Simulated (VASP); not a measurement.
Wanted: the native input for a VASP 6.6.1 run.

| Property | Result |
| --- | --- |
| Task | single point |
| Functional | PBE |
| Potentials or basis | VASP PAW PBE potentials, release 64 (Ir, O) |
| Cutoff | 520 eV |
| k mesh | 24 × 24 × 24 |
| Occupations | gaussian, width 0.1 eV |
| Spin | no spin polarisation |
| Dipole correction | no |
| Further INCAR settings | ALGO = Normal; EDIFF = 1e-06; NBANDS = 14 |

The structure of IrO lies in POSCAR:

```
IrO
1.0
    1.7888730339      1.0328063276      2.0145221148
   -1.7888730339      1.0328063276      2.0145221148
    0.0000000000     -2.0656126553      2.0145221147
Ir O
1 1
Direct
    0.0000000000      0.0000000000      0.0000000000
    0.5000000000      0.5000000000      0.5000000000
```

The cell was built from a structure type or drawn by symmetry, and may not be a known phase.

One way to write it, as run:

INCAR

```
ALGO = Normal
EDIFF = 1E-6
ENCUT = 520
GGA = PE
ISIF = 2
ISMEAR = 0
LASPH = T
LCHARG = F
LREAL = F
LWAVE = F
NBANDS = 14
NELM = 100
PREC = Accurate
SIGMA = 0.1
```

KPOINTS

```
k-points
0
Gamma
  24 24 24
```

Potentials or basis: VASP PAW PBE potentials, release 64 (Ir, O).

Launch:

```bash
$ cat potpaw_PBE.64/Ir/POTCAR potpaw_PBE.64/O/POTCAR > POTCAR
$ mpirun -np 1 vasp_std > vasp.out
```

It gave:

```
Pressure               : 0.4 GPa
Band gap on the k mesh : zero (an odd number of electrons rules out a gap without spin polarisation)
```

Caveat: spin-orbit coupling is left out, which moves the levels of the heavy elements; an odd number of electrons without spin polarisation forces a metal; a magnetic or distorted state may lie lower.

It took 4.9 min on 1 thread of Intel Xeon 8259CL (shared host), peak memory 0.52 GiB.
